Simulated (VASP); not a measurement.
Write the native input for VASP 6.6.1 that does the following.

| Quantity | Value |
| --- | --- |
| Task | single point |
| Functional | PBE |
| Potentials or basis | VASP PAW PBE potentials, release 64 (Hf_pv, N) |
| Cutoff | 520 eV |
| k mesh | 18 × 18 × 18 |
| Occupations | gaussian, width 0.15 eV |
| Spin | no spin polarisation |
| Dipole correction | no |
| Further INCAR settings | ALGO = Normal; EDIFF = 1e-06; NBANDS = 14 |

The structure of HfN lies in POSCAR:

```
HfN
1.0
    0.0000000000      2.2138200000      2.2590000000
    2.2138200000      0.0000000000      2.2590000000
    2.2138200000      2.2138200000      0.0000000000
Hf N
1 1
Direct
    0.0000000000      0.0000000000      0.0000000000
    0.5000000000      0.5000000000      0.5000000000
```

This cell differs from its parent crystal: strain -0.0200 x Voigt [1, 1, 0, 0, 0, 0].

One way to write it, as run:

INCAR

```
SYSTEM = HfN
PREC = Accurate ; ENCUT = 520
EDIFF = 1E-6 ; ISMEAR = 0
SIGMA = 0.15 ; LREAL = .FALSE.
LASPH = .TRUE. ; NELM = 60
ALGO = Normal ; ISIF = 2
LWAVE = .FALSE. ; LCHARG = .TRUE.
GGA = PE ; LELF = .TRUE.
LVHAR = .TRUE. ; NBANDS = 14
```

KPOINTS

```
regular mesh
0
G
  18 18 18
  0 0 0
```

Potentials or basis: VASP PAW PBE potentials, release 64 (Hf_pv, N).

Command:

```console
$ cat potpaw_PBE.64/Hf_pv/POTCAR potpaw_PBE.64/N/POTCAR > POTCAR
$ mpirun -np 1 vasp_std > vasp.out
```

It gave:

```json
{"Pressure": "15.8 GPa"}
```

Caveat: the cell differs from its parent crystal (strain -0.0200 x Voigt [1, 1, 0, 0, 0, 0]).

Run time: 37 s on 1 thread of Intel(R) Xeon(R) 6975P-C (Granite Rapids), with other jobs on the host, peak memory 0.27 GiB.
